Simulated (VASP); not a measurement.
# MnS (Fm-3m) in VASP: a series of runs

Runs on MnS. Level: LDA. Tasks: single point.

All numbers are computed with VASP 6.6.1; they aren't measurements. Logs are shortened: lines on timing, memory, paths and dates and some standing lists are left out, and cuts for length are marked.

### 1 The cell of the first run

It takes space group Fm-3m (No. 225, cubic). The conventional cell has a = 5.209 Å, b = 5.209 Å, c = 5.209 Å, α = 90.00°, β = 90.00°, γ = 90.00°. Within 3.4 Å of Mn (site symmetry m-3m) lie 6 S at 2.60 Å. Within 3.4 Å of S (site symmetry m-3m) lie 6 Mn at 2.60 Å.

### 2 Single point, LDA, collinear spin, ferromagnetic start

Input file INCAR:

```
SYSTEM = MnS
PREC     = Accurate       ! precision mode
ENCUT    = 520            ! plane-wave cutoff, eV
EDIFF    = 1E-6           ! SCF threshold, eV
ISMEAR   = 1              ! smearing method
SIGMA    = 0.1            ! smearing width, eV
LREAL    = .FALSE.        ! projectors in reciprocal space
LASPH    = .TRUE.         ! aspherical terms in the spheres
NELM     = 150            ! most SCF steps
ALGO     = Normal         ! electronic algorithm
ISIF     = 2              ! what is computed and relaxed
LWAVE    = .FALSE.        ! write WAVECAR
LCHARG   = .FALSE.        ! write CHGCAR
ISPIN    = 2              ! spin polarisation
MAGMOM   = 4 0            ! initial moments
LORBIT   = 11             ! projections on sites
LMAXMIX  = 4              ! l up to which the mixer works
NBANDS   = 20             ! bands
```

Input file KPOINTS:

```
regular mesh
0
G
  7 7 7
  0 0 0
```

Input file POSCAR:

```
MnS
1.0
    3.6833190000      0.0000000000      0.0000000000
    1.8416595000      3.1898478242      0.0000000000
    1.8416595000      1.0632826081      3.0074173700
Mn S
1 1
Direct
    0.0000000000      0.0000000000      0.0000000000
    0.5000000000      0.5000000000      0.5000000000
```

Potentials or basis: VASP PAW LDA potentials, release 64 (Mn_pv, S).

Launch:

```
$ cat potpaw_LDA.64/Mn_pv/POTCAR potpaw_LDA.64/S/POTCAR > POTCAR
$ mpirun -np 1 vasp_std > vasp.out
```

OUTCAR:

```text
SYSTEM = MnS
   PREC = Accurate
   ENCUT = 520
   EDIFF = 1E-6
   ISMEAR = 1
   LREAL = .FALSE.
   LASPH = .TRUE.
   NELM = 150
   ISIF = 2
   ISPIN = 2
   LORBIT = 11

 ion  position               nearest neighbor table
   1  0.000  0.000  0.000-   2 2.60   2 2.60   2 2.60   2 2.60   2 2.60   2 2.60
   2  0.500  0.500  0.500-   1 2.60   1 2.60   1 2.60   1 2.60   1 2.60   1 2.60

  LATTYP: Found a face centered cubic cell.
 ALAT       =     5.2089996843

  Lattice vectors:

 A1 = (   3.6833190000,   0.0000000000,   0.0000000000)
 A2 = (   1.8416595000,   3.1898478242,   0.0000000000)
 A3 = (   1.8416595000,   1.0632826081,   3.0074173700)

Analysis of symmetry for initial positions (statically):
=====================================================================
 Subroutine PRICEL returns:
 Original cell was already a primitive cell.

 Routine SETGRP: Setting up the symmetry group for a
 face centered cubic supercell.

 Subroutine GETGRP returns: Found 48 space group operations
 (whereof 48 operations were pure point group operations)
 out of a pool of 48 trial point group operations.

The static configuration has the point symmetry O_h .

Analysis of symmetry for dynamics (positions and initial velocities):
=====================================================================
 Subroutine PRICEL returns:
 Original cell was already a primitive cell.

 Routine SETGRP: Setting up the symmetry group for a
 face centered cubic supercell.

 Subroutine GETGRP returns: Found 48 space group operations
 (whereof 48 operations were pure point group operations)
 out of a pool of 48 trial point group operations.

The dynamic configuration has the point symmetry O_h .

Analysis of structural, dynamic, and magnetic symmetry:
=====================================================================
 Subroutine PRICEL returns:
 Original cell was already a primitive cell.

 Routine SETGRP: Setting up the symmetry group for a
 face centered cubic supercell.

 Subroutine GETGRP returns: Found 48 space group operations
 (whereof 48 operations were pure point group operations)
 out of a pool of 48 trial point group operations.

The overall configuration has the point symmetry O_h .

 Subroutine INISYM returns: Found 48 space group operations
 (whereof 48 operations are pure point group operations),
 and found     1 'primitive' translations

----------------------------------------------------------------------------------------

                                     Primitive cell

  volume of cell :      35.3348

  direct lattice vectors                    reciprocal lattice vectors
     3.683319000  0.000000000  0.000000000     0.271494269 -0.156747289 -0.110837071
     1.841659500  3.189847824  0.000000000     0.000000000  0.313494579 -0.110837071
     1.841659500  1.063282608  3.007417370     0.000000000  0.000000000  0.332511214

  length of vectors
     3.683319000  3.683319000  3.683319000     0.332511214  0.332511214  0.332511214

  position of ions in fractional coordinates (direct lattice)
     0.000000000  0.000000000  0.000000000
     0.500000000  0.500000000  0.500000000

  ion indices of the primitive-cell ions
   primitive index   ion index
                 1           1
                 2           2

----------------------------------------------------------------------------------------

 KPOINTS: regular mesh

Automatic generation of k-mesh.
 Grid dimensions read from file:
 generate k-points for:    7    7    7

 Generating k-lattice:

  Cartesian coordinates                     Fractional coordinates (reciprocal lattice)
     0.038784896 -0.022392470 -0.015833867     0.142857143  0.000000000  0.000000000
     0.000000000  0.044784940 -0.015833867     0.000000000  0.142857143  0.000000000
     0.000000000  0.000000000  0.047501602     0.000000000  0.000000000  0.142857143

  Length of vectors
     0.047501602  0.047501602  0.047501602

  Shift w.r.t. Gamma in fractional coordinates (k-lattice)
     0.000000000  0.000000000  0.000000000

 Subroutine IBZKPT returns following result:
 ===========================================

 Found     20 irreducible k-points:

 Following reciprocal coordinates:
            Coordinates               Weight
  0.000000  0.000000  0.000000      1.000000
  0.142857 -0.000000  0.000000      8.000000
  0.285714 -0.000000  0.000000      8.000000
  0.428571 -0.000000  0.000000      8.000000
  0.142857  0.142857  0.000000      6.000000
  0.285714  0.142857 -0.000000     24.000000
[... 12 lines left out ...]
 -0.428571  0.428571  0.142857     24.000000
 -0.285714  0.428571  0.142857     24.000000
   k-points           NKPTS =     20   k-points in BZ     NKDIM =     20   number of bands    NBANDS=     20
   number of dos      NEDOS =    301   number of ions     NIONS =      2
   total plane-waves  NPLWV =  21952
   dimension x,y,z NGX =    28 NGY =   28 NGZ =   28
   dimension x,y,z NGXF=    56 NGYF=   56 NGZF=   56
   ions per type =               1   1
   NGX,Y,Z   is equivalent  to a cutoff of  12.64, 12.64, 12.64 a.u.
   NGXF,Y,Z  is equivalent  to a cutoff of  25.28, 25.28, 25.28 a.u.
 SYSTEM =  MnS
   PREC   = accura    normal or accurate (medium, high low for compatibility)
   ISTART =      0    job   : 0-new  1-cont  2-samecut
   ICHARG =      2    charge: 1-file 2-atom 10-const
   ISPIN  =      2    spin polarized calculation?
   LNONCOLLINEAR =      F non collinear calculations
   LSORBIT =      F    spin-orbit coupling
   LASPH  =      T    aspherical Exc in radial PAW
   ENCUT  =  520.0 eV  38.22 Ry    6.18 a.u.   6.85  6.85  6.85*2*pi/ulx,y,z
   NELM   =    150;   NELMIN=  2; NELMDL= -5     # of ELM steps
   EDIFF  = 0.1E-05   stopping-criterion for ELM
   LREAL  =      F    real-space projection
   EDIFFG = 0.1E-04   stopping-criterion for IOM
   NSW    =      0    number of steps for IOM
   IBRION =     -1    ionic relax: 0-MD 1-quasi-New 2-CG
   NFREE  =      0    steps in history (QN), initial steepest desc. (CG)
   ISIF   =      2    stress and relaxation
   ISYM   =      2    0-nonsym 1-usesym 2-fastsym
   POTIM  = 0.5000    time-step for ionic-motion
   TEBEG  =    0.0;   TEEND  =   0.0 temperature during run
   PSTRESS=    0.0 pullay stress
   NELECT =      19.0000    total number of electrons
   NUPDOWN=      -1.0000    fix difference up-down
   EMIN   =  10.00;   EMAX   =-10.00  energy-range for DOS
   EFERMI =   0.00;   METHOD = LEGACY
   ISMEAR =     1;   SIGMA  =   0.10  broadening in eV -4-tet -1-fermi 0-gaus
   EFERMI_NEDOS =   21; number of points for ismear=-14 and -15
   IALGO  =     38    algorithm
   IMIX   =      4    mixing-type and parameters
     AMIX     =   0.40;   BMIX     =  1.00
     AMIX_MAG =   1.60;   BMIX_MAG =  1.00
  volume/ion in A,a.u.               =      17.67       119.23
  Fermi-wavevector in a.u.,A,eV,Ry     =   1.331246  2.515690 24.112467  1.772216
  Thomas-Fermi vector in A             =   2.460272
   LORBIT       =     11    0 simple, 1 ext, 2 COOP (PROOUT), +10 PAW based schemes
   GGA     = CA    functional components
   LHFCALC =     F    Hartree Fock is set to
   AEXX    =    0.0000 exact exchange contribution
   IVDW    =     0    specifies the selected vdW correction
   LEPSILON=     F    determine dielectric tensor
   LRPA    =     F    only Hartree local field effects (RPA)
 spin polarized calculation
 Methfessel and Paxton  Order N= 1 SIGMA  =   0.10
  energy-cutoff  :      520.00
  volume of cell :       35.33
 maximum number of plane-waves:       966
   NGX = 13   NGY = 13   NGZ = 13

 number of electron      18.9999989 magnetization       4.5633939

 Free energy of the ion-electron system (eV)
  ---------------------------------------------------
  ext. energy  EPLUGINS =         0.00000000
  ---------------------------------------------------
  free energy    TOTEN  =       -14.98345131 eV

  energy without entropy =      -14.98293841  energy(sigma->0) =      -14.98328035

 E-fermi :   6.3029     XC(G=0): -10.9772

 val. band max:        6.2077846080   @ k =  -0.1429   0.1429   0.0000
 cond. band min:       6.3072242575   @ k =  -0.4286   0.4286   0.1429
 fundamental gap:      0.0994396495
 Fermi energy:         6.3028656534

 spin component 1

 k-point     1 :       0.0000    0.0000    0.0000
  band No.  band energies     occupation
      1     -43.6189      1.00000
      2     -43.6189      1.00000
      3     -43.6189      1.00000
      4      -8.1263      1.00000
      5       3.2560      1.00000
      6       3.2560      1.00000
[... 12 lines left out ...]
     19      18.2279      0.00000
     20      18.5439      0.00000

 k-point     2 :       0.1429   -0.0000    0.0000
  band No.  band energies     occupation
      1     -43.6205      1.00000
      2     -43.6191      1.00000
      3     -43.6191      1.00000
      4      -7.9224      1.00000
      5       2.5794      1.00000
      6       2.7537      1.00000
[... 12 lines left out ...]
     19      17.7276      0.00000
     20      19.6260      0.00000
[... 372 lines left out ...]
      2     -43.6229      1.00000
      3     -43.6220      1.00000
      4      -6.6416      1.00000
      5       0.5647      1.00000
      6       1.7970      1.00000
[... 12 lines left out ...]
     19      21.4100      0.00000
     20      21.9994      0.00000

 k-point    20 :      -0.2857    0.4286    0.1429
  band No.  band energies     occupation
      1     -43.6248      1.00000
      2     -43.6243      1.00000
      3     -43.6218      1.00000
      4      -6.5616      1.00000
      5       0.8392      1.00000
      6       1.0022      1.00000
[... 12 lines left out ...]
     19      21.7733      0.00000
     20      23.1180      0.00000
 Fermi energy:         6.3028656534

 spin component 2

 k-point     1 :       0.0000    0.0000    0.0000
  band No.  band energies     occupation
      1     -39.5997      1.00000
      2     -39.5997      1.00000
      3     -39.5997      1.00000
      4      -7.8056      1.00000
      5       4.8035      1.00000
      6       4.8035      1.00000
[... 12 lines left out ...]
     19      19.3039      0.00000
     20      19.7916      0.00000

 k-point     2 :       0.1429   -0.0000    0.0000
  band No.  band energies     occupation
      1     -39.6018      1.00000
      2     -39.6000      1.00000
      3     -39.6000      1.00000
      4      -7.6086      1.00000
      5       3.4482      1.00000
      6       4.2256      1.00000
[... 12 lines left out ...]
     19      18.4425      0.00000
     20      20.5157      0.00000
[... 373 lines left out ...]
      3     -39.6038      1.00000
      4      -6.3566      1.00000
      5       1.0876      1.00000
      6       2.5049      1.00000
[... 12 lines left out ...]
     19      21.9033      0.00000
     20      22.7285      0.00000

 k-point    20 :      -0.2857    0.4286    0.1429
  band No.  band energies     occupation
      1     -39.6075      1.00000
      2     -39.6070      1.00000
      3     -39.6035      1.00000
      4      -6.2838      1.00000
      5       1.4997      1.00000
      6       1.5349      1.00000
[... 12 lines left out ...]
     19      22.2865      0.00000
     20      23.7634      0.00000

------------------------ aborting loop because EDIFF is reached ----------------------------------------

  FORCE on cell =-STRESS in cart. coord.  units (eV):
  Direction    XX          YY          ZZ          XY          YZ          ZX
  --------------------------------------------------------------------------------------
  -------------------------------------------------------------------------------------
  Total       -2.6049720     -2.6049720     -2.6049720     -0.0000000     -0.0000000     -0.0000000
  in kB     -118.1165209   -118.1165209   -118.1165209     -0.0000000     -0.0000000     -0.0000000
  external PRESSURE =    -118.1165209 kB  Pullay stress =       0.0000000 kB

 VOLUME and BASIS-vectors are now :
 -----------------------------------------------------------------------------
  energy-cutoff  :      520.00
  volume of cell :       35.33
      direct lattice vectors                 reciprocal lattice vectors
     3.683319000  0.000000000  0.000000000     0.271494269 -0.156747289 -0.110837071
     1.841659500  3.189847824  0.000000000     0.000000000  0.313494579 -0.110837071
     1.841659500  1.063282608  3.007417370     0.000000000  0.000000000  0.332511214

 POSITION                                       TOTAL-FORCE (eV/Angst)
 -----------------------------------------------------------------------------------
      0.00000      0.00000      0.00000         0.000000      0.000000      0.000000
      3.68332      2.12657      1.50371        -0.000000     -0.000000      0.000000
 -----------------------------------------------------------------------------------
    total drift:                                0.000000     -0.000000     -0.000000

  FREE ENERGIE OF THE ION-ELECTRON SYSTEM (eV)
  ---------------------------------------------------
  free  energy   TOTEN  =       -14.9834513138 eV

  energy  without entropy=      -14.9829384084  energy(sigma->0) =      -14.98328035

 total charge

# of ion       s       p       d       tot
------------------------------------------
    1        0.222   6.163   4.959  11.344
    2        1.329   2.361   0.000   3.690
--------------------------------------------------
tot          1.552   8.524   4.959  15.034

 magnetization (x)

# of ion       s       p       d       tot
------------------------------------------
    1        0.046   0.033   4.023   4.102
    2        0.026   0.081   0.000   0.107
--------------------------------------------------
tot          0.072   0.114   4.023   4.209
```

It took 23 s on 1 thread of Intel Xeon Platinum 8375C at 2.90GHz (Ice Lake), shared host; peak memory 0.16 GiB.

What came out:

| Item | Value |
| --- | --- |
| Free energy | -14.9835 eV |
| Pressure | -11.8 GPa |
| Net moment | 4.56 μB per cell |
| Site moments | Mn +4.10; S +0.11 μB |
| Valence electrons inside the program's atomic spheres | Mn 11.34; S 3.69 |

Caveat: the cell stands under tension; a cell with one magnetic atom can't hold antiferromagnetic order, which such compounds often take; semilocal functionals often make such compounds metallic where correlation or magnetic order opens a gap, which also shifts bond lengths. With open d or f shells a metallic result of LDA can be an artefact of self-interaction; +U or a hybrid may open a gap.

[end of part 1 of 2]
